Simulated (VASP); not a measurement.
# FeO (Wuestite) in VASP: a series of runs

The runs below take FeO (Wuestite) through relaxation of cell and atoms, single point, with LDA, BLYP+D4, PBEsol.

Everything below comes from runs of VASP 6.6.1. Logs are shortened: lines on timing, memory, paths and dates and some standing lists are left out, and cuts for length are marked.

## Step 1: The cell of the first run

Symmetry: Fm-3m, No. 225, cubic system. The conventional cell has a = 4.311 Å, b = 4.311 Å, c = 4.311 Å, α = 90.00°, β = 90.00°, γ = 90.00°. Fe (site symmetry m-3m) has 6 O at 2.16 Å within 2.9 Å. O (site symmetry m-3m) has 6 Fe at 2.16 Å within 2.9 Å.

## Step 2: Relaxation of cell and atoms, LDA, collinear spin, ferromagnetic start

File INCAR:

```
SYSTEM = FeO
PREC = Accurate ; ENCUT = 600
EDIFF = 1E-6 ; ISMEAR = -1
SIGMA = 0.05 ; LREAL = .FALSE.
LASPH = .TRUE. ; NELM = 150
ALGO = Normal ; ISIF = 3
LWAVE = .FALSE. ; LCHARG = .FALSE.
ISPIN = 2 ; MAGMOM = 3 0
LORBIT = 11 ; LMAXMIX = 4
IBRION = 2 ; NSW = 80
EDIFFG = -0.01
```

File KPOINTS:

```
Automatic mesh
0
G
  11 11 11
  0 0 0
```

File POSCAR:

```
FeO
1.0
    0.0000000000      2.1554000000      2.1554000000
    2.1554000000      0.0000000000      2.1554000000
    2.1554000000      2.1554000000      0.0000000000
Fe O
1 1
Direct
    0.0000000000      0.0000000000      0.0000000000
    0.5000000000      0.5000000000      0.5000000000
```

Potentials or basis: VASP PAW LDA potentials, release 64 (Fe, O).

The run is started by

```
> cat potpaw_LDA.64/Fe/POTCAR potpaw_LDA.64/O/POTCAR > POTCAR
> mpirun -np 1 vasp_std > vasp.out
```

OUTCAR:

```text
SYSTEM = FeO
   PREC = Accurate
   ENCUT = 600
   EDIFF = 1E-6
   ISMEAR = -1
   LREAL = .FALSE.
   LASPH = .TRUE.
   NELM = 150
   ISIF = 3
   ISPIN = 2
   LORBIT = 11
   IBRION = 2
   NSW = 80
   EDIFFG = -0.01

 ion  position               nearest neighbor table
   1  0.000  0.000  0.000-   2 2.16   2 2.16   2 2.16   2 2.16   2 2.16   2 2.16
   2  0.500  0.500  0.500-   1 2.16   1 2.16   1 2.16   1 2.16   1 2.16   1 2.16

  LATTYP: Found a face centered cubic cell.
 ALAT       =     4.3108000000

  Lattice vectors:

 A1 = (   0.0000000000,   2.1554000000,   2.1554000000)
 A2 = (   2.1554000000,   0.0000000000,   2.1554000000)
 A3 = (   2.1554000000,   2.1554000000,   0.0000000000)

Analysis of symmetry for initial positions (statically):
=====================================================================
 Subroutine PRICEL returns:
 Original cell was already a primitive cell.

 Routine SETGRP: Setting up the symmetry group for a
 face centered cubic supercell.

 Subroutine GETGRP returns: Found 48 space group operations
 (whereof 48 operations were pure point group operations)
 out of a pool of 48 trial point group operations.

The static configuration has the point symmetry O_h .

Analysis of symmetry for dynamics (positions and initial velocities):
=====================================================================
 Subroutine PRICEL returns:
 Original cell was already a primitive cell.

 Routine SETGRP: Setting up the symmetry group for a
 face centered cubic supercell.

 Subroutine GETGRP returns: Found 48 space group operations
 (whereof 48 operations were pure point group operations)
 out of a pool of 48 trial point group operations.

The dynamic configuration has the point symmetry O_h .

Analysis of structural, dynamic, and magnetic symmetry:
=====================================================================
 Subroutine PRICEL returns:
 Original cell was already a primitive cell.

 Routine SETGRP: Setting up the symmetry group for a
 face centered cubic supercell.

 Subroutine GETGRP returns: Found 48 space group operations
 (whereof 48 operations were pure point group operations)
 out of a pool of 48 trial point group operations.

The overall configuration has the point symmetry O_h .

 Subroutine INISYM returns: Found 48 space group operations
 (whereof 48 operations are pure point group operations),
 and found     1 'primitive' translations

----------------------------------------------------------------------------------------

                                     Primitive cell

  volume of cell :      20.0269

  direct lattice vectors                    reciprocal lattice vectors
     0.000000000  2.155400000  2.155400000    -0.231975503  0.231975503  0.231975503
     2.155400000  0.000000000  2.155400000     0.231975503 -0.231975503  0.231975503
[... 122 lines left out ...]

--------------------------------------- Ionic step        1  -------------------------------------------

 number of electron      13.9999998 magnetization       3.9916167

 Free energy of the ion-electron system (eV)
  ---------------------------------------------------
  ext. energy  EPLUGINS =         0.00000000
  ---------------------------------------------------
  free energy    TOTEN  =       -16.40969406 eV

  energy without entropy =      -16.39658419  energy(sigma->0) =      -16.40313912

------------------------ aborting loop because EDIFF is reached ----------------------------------------

  FORCE on cell =-STRESS in cart. coord.  units (eV):
  Direction    XX          YY          ZZ          XY          YZ          ZX
  --------------------------------------------------------------------------------------
  -------------------------------------------------------------------------------------
  Total       -1.9515408     -1.9515408     -1.9515408      0.0000000     -0.0000000      0.0000000
  in kB     -156.1257640   -156.1257640   -156.1257640      0.0000000     -0.0000000      0.0000000
  external PRESSURE =    -156.1257640 kB  Pullay stress =       0.0000000 kB
[... 95 lines left out ...]
--------------------------------------- Ionic step        4  -------------------------------------------

 number of electron      14.0000006 magnetization       3.7512615

 Free energy of the ion-electron system (eV)
  ---------------------------------------------------
  ext. energy  EPLUGINS =         0.00000000
  ---------------------------------------------------
  free energy    TOTEN  =       -16.50340518 eV

  energy without entropy =      -16.48730804  energy(sigma->0) =      -16.49535661

 E-fermi :   6.9407     XC(G=0): -13.1625

 val. band max:        6.9354582248   @ k =  -0.4545   0.1818   0.0909
 cond. band min:       6.9408967649   @ k =   0.4545   0.0909   0.0000
 fundamental gap:      0.0054385401
 Fermi energy:         6.9407156491

 spin component 1

 k-point     1 :       0.0000    0.0000    0.0000
  band No.  band energies     occupation
      1     -14.3215      1.00000
      2       2.7847      1.00000
      3       2.7847      1.00000
      4       2.7847      1.00000
      5       3.2918      1.00000
      6       3.2918      1.00000
      7       3.2918      1.00000
      8       3.6376      1.00000
      9       3.6376      1.00000
     10       7.7698      0.00000
     11      22.6747      0.00000
     12      24.7992      0.00000
     13      24.7992      0.00000
[... 356 lines left out ...]
      2      -0.8864      1.00000
      3       0.3677      1.00000
      4       0.8218      1.00000
      5       3.7354      1.00000
      6       4.1468      1.00000
      7       4.5287      1.00000
      8       4.8124      1.00000
      9       6.7537      0.97683
     10      11.3562      0.00000
     11      18.0143      0.00000
     12      19.6323      0.00000
     13      22.9375      0.00000

 [... further k-points ...]

 spin component 2

 k-point     1 :       0.0000    0.0000    0.0000
  band No.  band energies     occupation
      1     -13.7913      1.00000
      2       3.3463      1.00000
      3       3.3463      1.00000
      4       3.3463      1.00000
      5       5.9820      1.00000
      6       5.9820      1.00000
      7       5.9821      1.00000
      8       6.7842      0.95812
      9       6.7842      0.95811
     10       8.4968      0.00000
     11      22.9048      0.00000
     12      25.8537      0.00000
     13      25.8537      0.00000
[... 397 lines left out ...]
  FREE ENERGIE OF THE ION-ELECTRON SYSTEM (eV)
  ---------------------------------------------------
  free  energy   TOTEN  =       -16.5034051791 eV

  energy  without entropy=      -16.4873080426  energy(sigma->0) =      -16.49535661

 reached required accuracy - stopping structural energy minimisation

 total charge

# of ion       s       p       d       tot
------------------------------------------
    1        0.320   0.432   6.207   6.959
    2        1.543   3.453   0.000   4.996
--------------------------------------------------
tot          1.863   3.884   6.207  11.955

 magnetization (x)

# of ion       s       p       d       tot
------------------------------------------
    1        0.025   0.023   3.333   3.381
    2        0.033   0.247   0.000   0.280
--------------------------------------------------
tot          0.058   0.270   3.333   3.661
```

OSZICAR:

```text
N       E                     dE             d eps       ncg     rms          rms(c)
DAV:   1     0.846150844698E+02    0.84615E+02   -0.76343E+03  3005   0.142E+03
DAV:   2    -0.119279041489E+02   -0.96543E+02   -0.84515E+02  3065   0.273E+02
[... 36 lines left out ...]
       N       E                     dE             d eps       ncg     rms          rms(c)
DAV:   1    -0.165038551262E+02   -0.49141E-03   -0.96554E-03  3177   0.163E+00    0.210E-01
DAV:   2    -0.165034211172E+02    0.43401E-03   -0.97943E-04  3437   0.379E-01    0.107E-01
DAV:   3    -0.165034115284E+02    0.95888E-05   -0.79853E-05  3422   0.175E-01    0.425E-02
DAV:   4    -0.165034076994E+02    0.38290E-05   -0.27741E-06  2861   0.199E-02    0.209E-02
DAV:   5    -0.165034052220E+02    0.24773E-05   -0.19352E-06  2325   0.259E-02    0.939E-03
DAV:   6    -0.165034051791E+02    0.42984E-07   -0.51762E-07  1456   0.154E-02
   4 F= -.16503405E+02 E0= -.16495357E+02  d E =-.937111E-01  mag=     3.7513
```

Run time: 30 s. Hardware: 1 thread of Intel Xeon 6975P-C (Granite Rapids), shared host; peak memory 0.16 GiB.

What came out:

* Free energy: -16.5034 eV
* Relaxed volume: 9.09 Å³/atom
* Relaxed cell: a = 2.952 Å, b = 2.952 Å, c = 2.952 Å, α = 60.00°, β = 60.00°, γ = 60.00°
* Space group after relaxing (to 0.05 Å): Fm-3m (No. 225)
* Energy gained by relaxing: 46.9 meV/atom
* Ionic steps: 4
* Pressure after relaxing: 0.0 GPa
* Net moment: 3.75 μB per cell
* Site moments: Fe +3.38; O +0.28 μB
* Valence electrons inside the program's atomic spheres: Fe 6.96; O 5.00

Step by step:
```
step  energy change (eV)  largest force (eV/Å)  pressure (GPa)  volume (Å³)
   1              0.0000                0.0000          -15.61        20.03
   2             -0.0744                0.0000            7.33        17.33
   3             -0.0937                0.0000            0.40        18.15
   4             -0.0937                0.0000           -0.02        18.19
```

Final structure:
```
Fe O
1.0
     0.00000    2.08731    2.08731
     2.08731    0.00000    2.08731
     2.08731    2.08731    0.00000
Fe O
1 1
Direct
  0.00000 0.00000 0.00000
  0.50000 0.50000 0.50000
```

Caveat: a cell with one magnetic atom can't hold antiferromagnetic order, which such compounds often take; semilocal functionals often make such compounds metallic where correlation or magnetic order opens a gap, which also shifts bond lengths.

## Step 3: Relaxation of cell and atoms, BLYP+D4, collinear spin, ferromagnetic start

File INCAR:

```
SYSTEM = FeO
PREC = Accurate
ENCUT = 600
EDIFF = 1E-7
ISMEAR = -1
SIGMA = 0.05
LREAL = .False.
LASPH = .True.
NELM = 150
ALGO = Normal
ISIF = 3
LWAVE = .False.
LCHARG = .False.
ISPIN = 2
MAGMOM = 3 0
LORBIT = 11
LMAXMIX = 4
GGA = B5
ALDAX = 1.0
AGGAX = 1.0
AGGAC = 1.0
ALDAC = 0.0
IVDW = 13
VDW_S6 = 1.0
VDW_S8 = 2.34076671
VDW_A1 = 0.44488865
VDW_A2 = 4.0933009
IBRION = 2
NSW = 80
EDIFFG = -0.02
```

File KPOINTS:

```
regular mesh
0
Gamma
  11 11 11
  0 0 0
```

POSCAR is that of step 2.

Potentials or basis: VASP PAW PBE potentials, release 64 (Fe, O).

The run is started by

```
> cat potpaw_PBE.64/Fe/POTCAR potpaw_PBE.64/O/POTCAR > POTCAR
> mpirun -np 1 vasp_std > vasp.out
```

OUTCAR:

```text
SYSTEM = FeO
   PREC = Accurate
   ENCUT = 600
   EDIFF = 1E-7
   ISMEAR = -1
   LREAL = .False.
   LASPH = .True.
   NELM = 150
   ISIF = 3
   ISPIN = 2
   LORBIT = 11
   GGA = B5
   IVDW = 13
   IBRION = 2
   NSW = 80
   EDIFFG = -0.02

 ion  position               nearest neighbor table
   1  0.000  0.000  0.000-   2 2.16   2 2.16   2 2.16   2 2.16   2 2.16   2 2.16
   2  0.500  0.500  0.500-   1 2.16   1 2.16   1 2.16   1 2.16   1 2.16   1 2.16

  LATTYP: Found a face centered cubic cell.
 ALAT       =     4.3108000000

  Lattice vectors:

 A1 = (   0.0000000000,   2.1554000000,   2.1554000000)
 A2 = (   2.1554000000,   0.0000000000,   2.1554000000)
 A3 = (   2.1554000000,   2.1554000000,   0.0000000000)

Analysis of symmetry for initial positions (statically):
=====================================================================
 Subroutine PRICEL returns:
 Original cell was already a primitive cell.

 Routine SETGRP: Setting up the symmetry group for a
 face centered cubic supercell.

 Subroutine GETGRP returns: Found 48 space group operations
 (whereof 48 operations were pure point group operations)
 out of a pool of 48 trial point group operations.

The static configuration has the point symmetry O_h .

Analysis of symmetry for dynamics (positions and initial velocities):
=====================================================================
 Subroutine PRICEL returns:
 Original cell was already a primitive cell.

 Routine SETGRP: Setting up the symmetry group for a
[... 258 lines left out ...]
 E-fermi :   6.5962     XC(G=0): -11.6307

 val. band max:        6.5732880723   @ k =  -0.1818   0.1818   0.0000
 cond. band min:       6.5984184631   @ k =  -0.2727   0.3636   0.0909
 fundamental gap:      0.0251303908
 Fermi energy:         6.5961726307

 spin component 1

 k-point     1 :       0.0000    0.0000    0.0000
  band No.  band energies     occupation
      1     -14.0264      1.00000
      2       2.8212      1.00000
      3       2.8212      1.00000
      4       2.8212      1.00000
      5       2.8770      1.00000
      6       2.8770      1.00000
      7       2.8770      1.00000
      8       3.0998      1.00000
      9       3.0999      1.00000
     10       7.1592      0.00001
     11      22.9046      0.00000
     12      24.1479      0.00000
     13      24.1479      0.00000
[... 356 lines left out ...]
      2      -0.5504      1.00000
      3       0.4862      1.00000
      4       1.0079      1.00000
      5       3.2280      1.00000
      6       3.5253      1.00000
      7       4.0560      1.00000
      8       4.1737      1.00000
      9       6.0000      0.99999
     10      10.7250      0.00000
     11      17.7116      0.00000
     12      18.7723      0.00000
     13      21.9451      0.00000

 [... further k-points ...]

 spin component 2

 k-point     1 :       0.0000    0.0000    0.0000
  band No.  band energies     occupation
      1     -13.4809      1.00000
      2       3.4061      1.00000
      3       3.4061      1.00000
      4       3.4061      1.00000
      5       5.8500      1.00000
      6       5.8502      1.00000
      7       5.8503      1.00000
      8       6.7653      0.03282
      9       6.7657      0.03262
     10       7.8906      0.00000
     11      22.8843      0.00000
     12      24.9786      0.00000
     13      24.9786      0.00000
[... 401 lines left out ...]
  FREE ENERGIE OF THE ION-ELECTRON SYSTEM (eV)
  ---------------------------------------------------
  free  energy   TOTEN  =       -15.1666531619 eV

  energy  without entropy=      -15.1543879653  energy(sigma->0) =      -15.16052056

 reached required accuracy - stopping structural energy minimisation

 total charge

# of ion       s       p       d       tot
------------------------------------------
    1        0.286   0.358   6.130   6.774
    2        1.545   3.469   0.000   5.015
--------------------------------------------------
tot          1.832   3.827   6.130  11.789

 magnetization (x)

# of ion       s       p       d       tot
------------------------------------------
    1        0.023   0.018   3.554   3.594
    2        0.031   0.292   0.000   0.324
--------------------------------------------------
tot          0.054   0.310   3.554   3.918
```

OSZICAR:

```text
N       E                     dE             d eps       ncg     rms          rms(c)
DAV:   1     0.886880659065E+02    0.88688E+02   -0.76937E+03  2997   0.139E+03
DAV:   2    -0.969620024433E+01   -0.98384E+02   -0.85903E+02  3085   0.273E+02
[... 30 lines left out ...]
DAV:   4    -0.138678610001E+02    0.43684E-04   -0.45445E-05  3462   0.118E-01    0.741E-02
DAV:   5    -0.138678370479E+02    0.23952E-04   -0.12294E-05  3037   0.430E-02    0.200E-02
DAV:   6    -0.138678387303E+02   -0.16825E-05   -0.10068E-06  4006   0.146E-02    0.450E-03
DAV:   7    -0.138678388392E+02   -0.10887E-06   -0.87451E-08  1946   0.403E-03    0.245E-03
DAV:   8    -0.138678389659E+02   -0.12669E-06   -0.20393E-08  1476   0.219E-03    0.652E-04
DAV:   9    -0.138678389967E+02   -0.30768E-07   -0.97603E-09  1456   0.149E-03
   3 F= -.15166653E+02 E0= -.15160521E+02  d E =-.127363E-02  mag=     3.9993
```

Run time: 43 s. Hardware: 1 thread of Intel Xeon 6975P-C (Granite Rapids), shared host; peak memory 0.17 GiB.

Results:

| Property | Result |
| --- | --- |
| Free energy | -15.1667 eV |
| Relaxed volume | 9.91 Å³/atom |
| Relaxed cell | a = 3.037 Å, b = 3.037 Å, c = 3.037 Å, α = 60.00°, β = 60.00°, γ = 60.00° |
| Space group after relaxing (to 0.05 Å) | Fm-3m (No. 225) |
| Energy gained by relaxing | 0.6 meV/atom |
| Ionic steps | 3 |
| Pressure after relaxing | 0.1 GPa |
| Band gap on the k mesh | zero (filled and empty bands overlap) |
| Net moment | 4.00 μB per cell |
| Site moments | Fe +3.59; O +0.32 μB |
| Valence electrons inside the program's atomic spheres | Fe 6.77; O 5.01 |
| Dispersion energy per atom | -0.649 eV |

Step by step:
```csv
step,energy change (eV),largest force (eV/Å),pressure (GPa),volume (Å³)
1,0.0000,0.0000,-1.91,20.03
2,-0.0005,0.0000,3.54,19.68
3,-0.0013,0.0000,0.06,19.81
```

Final structure:
```
CELL_PARAMETERS angstrom
0.00000 2.14766 2.14766
2.14766 0.00000 2.14766
2.14766 2.14766 0.00000
ATOMIC_POSITIONS crystal
Fe 0.00000 0.00000 0.00000
O 0.50000 0.50000 0.50000
```

Caveat: the PAW data sets were made with another functional, which shifts forces and pressure a little; a cell with one magnetic atom can't hold antiferromagnetic order, which such compounds often take; semilocal functionals often make such compounds metallic where correlation or magnetic order opens a gap, which also shifts bond lengths; pairwise dispersion overbinds metals, which lowers pressure and volume. With open d or f shells a metallic result of BLYP can be an artefact of self-interaction; +U or a hybrid may open a gap.

(Part 1 of 2 ends here.)
